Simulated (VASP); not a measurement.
# TbMo (Pm-3m) in VASP: single point with PBE

Aim: the single point of TbMo with PBE.

Everything below comes from runs of VASP 6.6.1. Logs are shortened: lines on timing, memory, paths and dates and some standing lists are left out, and cuts for length are marked.

## 1. The cell of the first run

It takes space group Pm-3m (No. 221, cubic). Conventional cell: a = 3.550 Å, b = 3.550 Å, c = 3.550 Å, α = 90.00°, β = 90.00°, γ = 90.00°. Tb (site symmetry m-3m) has 8 Mo at 3.07 Å and 6 Tb at 3.55 Å within 4.0 Å. Mo (site symmetry m-3m) has 8 Tb at 3.07 Å and 6 Mo at 3.55 Å within 4.0 Å.

## 2. Single point, PBE, collinear spin, ferromagnetic start

INCAR reads:

```
PREC = Accurate
ENCUT = 520
EDIFF = 1E-6
ISMEAR = 0
SIGMA = 0.1
LREAL = F
LASPH = T
NELM = 150
ALGO = Normal
ISIF = 2
LWAVE = F
LCHARG = F
ISPIN = 2
MAGMOM = 0 1
LORBIT = 11
LMAXMIX = 6
GGA = PE
NBANDS = 28
```

KPOINTS reads:

```
regular mesh
0
Gamma
  6 6 6
```

POSCAR reads:

```
TbMo
1.0
    3.5502245200      0.0000000000      0.0000000000
    0.0000000000      3.5502245200      0.0000000000
    0.0000000000      0.0000000000      3.5502245200
Tb Mo
1 1
Direct
    0.0000000000      0.0000000000      0.0000000000
    0.5000000000      0.5000000000      0.5000000000
```

Potentials or basis: VASP PAW PBE potentials, release 64 (Tb, Mo_sv).

The run is started by

```sh
$ cat potpaw_PBE.64/Tb/POTCAR potpaw_PBE.64/Mo_sv/POTCAR > POTCAR
$ mpirun -np 1 vasp_std > vasp.out
```

OUTCAR:

```text
PREC = Accurate
   ENCUT = 520
   EDIFF = 1E-6
   ISMEAR = 0
   LREAL = F
   LASPH = T
   NELM = 150
   ISIF = 2
   ISPIN = 2
   LORBIT = 11
   GGA = PE

 ion  position               nearest neighbor table
   1  0.000  0.000  0.000-   2 3.07   2 3.07   2 3.07   2 3.07   2 3.07   2 3.07   2 3.07   2 3.07

   2  0.500  0.500  0.500-   1 3.07   1 3.07   1 3.07   1 3.07   1 3.07   1 3.07   1 3.07   1 3.07

  LATTYP: Found a simple cubic cell.
 ALAT       =     3.5502245200

  Lattice vectors:

 A1 = (   3.5502245200,   0.0000000000,   0.0000000000)
 A2 = (   0.0000000000,   3.5502245200,   0.0000000000)
 A3 = (   0.0000000000,   0.0000000000,   3.5502245200)

Analysis of symmetry for initial positions (statically):
=====================================================================
 Subroutine PRICEL returns:
 Original cell was already a primitive cell.

 Routine SETGRP: Setting up the symmetry group for a
 simple cubic supercell.

 Subroutine GETGRP returns: Found 48 space group operations
 (whereof 48 operations were pure point group operations)
 out of a pool of 48 trial point group operations.

The static configuration has the point symmetry O_h .

Analysis of symmetry for dynamics (positions and initial velocities):
=====================================================================
 Subroutine PRICEL returns:
 Original cell was already a primitive cell.

 Routine SETGRP: Setting up the symmetry group for a
 simple cubic supercell.

 Subroutine GETGRP returns: Found 48 space group operations
 (whereof 48 operations were pure point group operations)
 out of a pool of 48 trial point group operations.

The dynamic configuration has the point symmetry O_h .

Analysis of structural, dynamic, and magnetic symmetry:
=====================================================================
 Subroutine PRICEL returns:
 Original cell was already a primitive cell.

 Routine SETGRP: Setting up the symmetry group for a
 simple cubic supercell.

 Subroutine GETGRP returns: Found 48 space group operations
 (whereof 48 operations were pure point group operations)
 out of a pool of 48 trial point group operations.

The overall configuration has the point symmetry O_h .

 Subroutine INISYM returns: Found 48 space group operations
 (whereof 48 operations are pure point group operations),
 and found     1 'primitive' translations

----------------------------------------------------------------------------------------

                                     Primitive cell

  volume of cell :      44.7474

  direct lattice vectors                    reciprocal lattice vectors
     3.550224520  0.000000000  0.000000000     0.281672326  0.000000000  0.000000000
     0.000000000  3.550224520  0.000000000     0.000000000  0.281672326  0.000000000
     0.000000000  0.000000000  3.550224520     0.000000000  0.000000000  0.281672326

  length of vectors
     3.550224520  3.550224520  3.550224520     0.281672326  0.281672326  0.281672326

  position of ions in fractional coordinates (direct lattice)
     0.000000000  0.000000000  0.000000000
     0.500000000  0.500000000  0.500000000

  ion indices of the primitive-cell ions
   primitive index   ion index
                 1           1
                 2           2

----------------------------------------------------------------------------------------

 KPOINTS: regular mesh

Automatic generation of k-mesh.
 Grid dimensions read from file:
 generate k-points for:    6    6    6

 Generating k-lattice:

  Cartesian coordinates                     Fractional coordinates (reciprocal lattice)
     0.046945388  0.000000000  0.000000000     0.166666667  0.000000000  0.000000000
     0.000000000  0.046945388  0.000000000     0.000000000  0.166666667  0.000000000
     0.000000000  0.000000000  0.046945388     0.000000000  0.000000000  0.166666667

  Length of vectors
     0.046945388  0.046945388  0.046945388

  Shift w.r.t. Gamma in fractional coordinates (k-lattice)
     0.000000000  0.000000000  0.000000000

 Subroutine IBZKPT returns following result:
 ===========================================

 Found     20 irreducible k-points:

 Following reciprocal coordinates:
            Coordinates               Weight
  0.000000  0.000000  0.000000      1.000000
  0.166667  0.000000  0.000000      6.000000
  0.333333  0.000000  0.000000      6.000000
  0.500000  0.000000  0.000000      3.000000
  0.166667  0.166667  0.000000     12.000000
  0.333333  0.166667  0.000000     24.000000
[... 12 lines left out ...]
  0.500000  0.500000  0.333333      6.000000
  0.500000  0.500000  0.500000      1.000000
   k-points           NKPTS =     20   k-points in BZ     NKDIM =     20   number of bands    NBANDS=     28
   number of dos      NEDOS =    301   number of ions     NIONS =      2
   total plane-waves  NPLWV =  21952
   dimension x,y,z NGX =    28 NGY =   28 NGZ =   28
   dimension x,y,z NGXF=    56 NGYF=   56 NGZF=   56
   ions per type =               1   1
   NGX,Y,Z   is equivalent  to a cutoff of  13.11, 13.11, 13.11 a.u.
   NGXF,Y,Z  is equivalent  to a cutoff of  26.22, 26.22, 26.22 a.u.
 SYSTEM =  unknown system
   PREC   = accura    normal or accurate (medium, high low for compatibility)
   ISTART =      0    job   : 0-new  1-cont  2-samecut
   ICHARG =      2    charge: 1-file 2-atom 10-const
   ISPIN  =      2    spin polarized calculation?
   LNONCOLLINEAR =      F non collinear calculations
   LSORBIT =      F    spin-orbit coupling
   LASPH  =      T    aspherical Exc in radial PAW
   ENCUT  =  520.0 eV  38.22 Ry    6.18 a.u.   6.60  6.60  6.60*2*pi/ulx,y,z
   NELM   =    150;   NELMIN=  2; NELMDL= -5     # of ELM steps
   EDIFF  = 0.1E-05   stopping-criterion for ELM
   LREAL  =      F    real-space projection
   EDIFFG = 0.1E-04   stopping-criterion for IOM
   NSW    =      0    number of steps for IOM
   IBRION =     -1    ionic relax: 0-MD 1-quasi-New 2-CG
   NFREE  =      0    steps in history (QN), initial steepest desc. (CG)
   ISIF   =      2    stress and relaxation
   ISYM   =      2    0-nonsym 1-usesym 2-fastsym
   POTIM  = 0.5000    time-step for ionic-motion
   TEBEG  =    0.0;   TEEND  =   0.0 temperature during run
   PSTRESS=    0.0 pullay stress
   NELECT =      33.0000    total number of electrons
   NUPDOWN=      -1.0000    fix difference up-down
   EMIN   =  10.00;   EMAX   =-10.00  energy-range for DOS
   EFERMI =   0.00;   METHOD = LEGACY
   ISMEAR =     0;   SIGMA  =   0.10  broadening in eV -4-tet -1-fermi 0-gaus
   EFERMI_NEDOS =   21; number of points for ismear=-14 and -15
   IALGO  =     38    algorithm
   IMIX   =      4    mixing-type and parameters
     AMIX     =   0.40;   BMIX     =  1.00
     AMIX_MAG =   1.60;   BMIX_MAG =  1.00
  volume/ion in A,a.u.               =      22.37       150.99
  Fermi-wavevector in a.u.,A,eV,Ry     =   1.479075  2.795047 29.764978  2.187664
  Thomas-Fermi vector in A             =   2.593278
   LORBIT       =     11    0 simple, 1 ext, 2 COOP (PROOUT), +10 PAW based schemes
   GGA     = PE    functional components
   LHFCALC =     F    Hartree Fock is set to
   AEXX    =    0.0000 exact exchange contribution
   IVDW    =     0    specifies the selected vdW correction
   LEPSILON=     F    determine dielectric tensor
   LRPA    =     F    only Hartree local field effects (RPA)
 spin polarized calculation
 Gauss-broadening in eV      SIGMA  =   0.10
  energy-cutoff  :      520.00
  volume of cell :       44.75
 maximum number of plane-waves:      1228
 NGX is ok and might be reduce to    28
   NGX = 13   NGY = 13   NGZ = 13

 number of electron      32.9999984 magnetization      -0.6719031

 number of electron      32.9999997 magnetization       5.1752606

 Free energy of the ion-electron system (eV)
  ---------------------------------------------------
  ext. energy  EPLUGINS =         0.00000000
  ---------------------------------------------------
  free energy    TOTEN  =       -19.32809218 eV

  energy without entropy =      -19.28829687  energy(sigma->0) =      -19.30819453

 E-fermi :   5.9407     XC(G=0): -11.6358

 val. band max:        5.9271325780   @ k =   0.5000   0.5000   0.0000
 cond. band min:       5.9408376329   @ k =   0.5000   0.0000   0.0000
 fundamental gap:      0.0137050549
 Fermi energy:         5.9407136130

 spin component 1

 k-point     1 :       0.0000    0.0000    0.0000
  band No.  band energies     occupation
      1     -54.1238      1.00000
      2     -39.7907      1.00000
      3     -28.1659      1.00000
      4     -28.1659      1.00000
      5     -28.1659      1.00000
      6     -16.1094      1.00000
[... 20 lines left out ...]
     27      14.3428      0.00000
     28      14.3428      0.00000
[... 559 lines left out ...]
 k-point    20 :       0.5000    0.5000    0.5000
  band No.  band energies     occupation
      1     -54.1116      1.00000
      2     -39.7274      1.00000
      3     -28.2227      1.00000
      4     -28.2227      1.00000
      5     -28.2227      1.00000
      6     -16.4537      1.00000
[... 20 lines left out ...]
     27      15.6631      0.00000
     28      16.1532      0.00000
 Fermi energy:         5.9407136130

 spin component 2

 k-point     1 :       0.0000    0.0000    0.0000
  band No.  band energies     occupation
      1     -54.5732      1.00000
      2     -37.1596      1.00000
      3     -28.6644      1.00000
      4     -28.6644      1.00000
      5     -28.6644      1.00000
      6     -14.2251      1.00000
[... 20 lines left out ...]
     27      14.4303      0.00000
     28      14.4303      0.00000
[... 559 lines left out ...]
 k-point    20 :       0.5000    0.5000    0.5000
  band No.  band energies     occupation
      1     -54.5611      1.00000
      2     -37.0807      1.00000
      3     -28.7207      1.00000
      4     -28.7207      1.00000
      5     -28.7207      1.00000
      6     -14.6385      1.00000
[... 20 lines left out ...]
     27      16.2240      0.00000
     28      16.4416      0.00000

------------------------ aborting loop because EDIFF is reached ----------------------------------------

  FORCE on cell =-STRESS in cart. coord.  units (eV):
  Direction    XX          YY          ZZ          XY          YZ          ZX
  --------------------------------------------------------------------------------------
  -------------------------------------------------------------------------------------
  Total       -1.7165136     -1.7165136     -1.7165136      0.0000000     -0.0000000      0.0000000
  in kB      -61.4596911    -61.4596911    -61.4596911      0.0000000     -0.0000000      0.0000000
  external PRESSURE =     -61.4596911 kB  Pullay stress =       0.0000000 kB

 VOLUME and BASIS-vectors are now :
 -----------------------------------------------------------------------------
  energy-cutoff  :      520.00
  volume of cell :       44.75
      direct lattice vectors                 reciprocal lattice vectors
     3.550224520  0.000000000  0.000000000     0.281672326  0.000000000  0.000000000
     0.000000000  3.550224520  0.000000000     0.000000000  0.281672326  0.000000000
     0.000000000  0.000000000  3.550224520     0.000000000  0.000000000  0.281672326

 POSITION                                       TOTAL-FORCE (eV/Angst)
 -----------------------------------------------------------------------------------
      0.00000      0.00000      0.00000         0.000000      0.000000      0.000000
      1.77511      1.77511      1.77511         0.000000      0.000000      0.000000
 -----------------------------------------------------------------------------------
    total drift:                                0.000000      0.000000      0.000000

  FREE ENERGIE OF THE ION-ELECTRON SYSTEM (eV)
  ---------------------------------------------------
  free  energy   TOTEN  =       -19.3280921811 eV

  energy  without entropy=      -19.2882968703  energy(sigma->0) =      -19.30819453

 total charge

# of ion       s       p       d       f       tot
--------------------------------------------------
    1        2.084   5.618   0.669   7.951  16.323
    2        2.336   6.050   3.934   0.000  12.321
--------------------------------------------------
tot          4.420  11.669   4.603   7.951  28.643

 magnetization (x)

# of ion       s       p       d       f       tot
--------------------------------------------------
    1        0.005  -0.065   0.080   5.866   5.885
    2       -0.025  -0.006  -0.709   0.000  -0.739
--------------------------------------------------
tot         -0.020  -0.070  -0.629   5.866   5.147
```

Wall time 8.1 min (1 thread of AMD EPYC 7R13 (Zen 3), shared host); peak memory 0.19 GiB.

Results:

```
Free energy                                           : -19.3281 eV
Pressure                                              : -6.1 GPa
Net moment                                            : 5.18 μB per cell
Site moments                                          : Tb +5.88; Mo -0.74 μB
Valence electrons inside the program's atomic spheres : Tb 16.32; Mo 12.32
```

Caveat: the magnetic or orbital state may not be the lowest; spin-orbit coupling is left out, which moves the levels of the heavy elements; without U or exact exchange the open f shell lies at the Fermi level, which spoils levels, moments and volumes. The state reached can hang on the start; a lower one may exist.
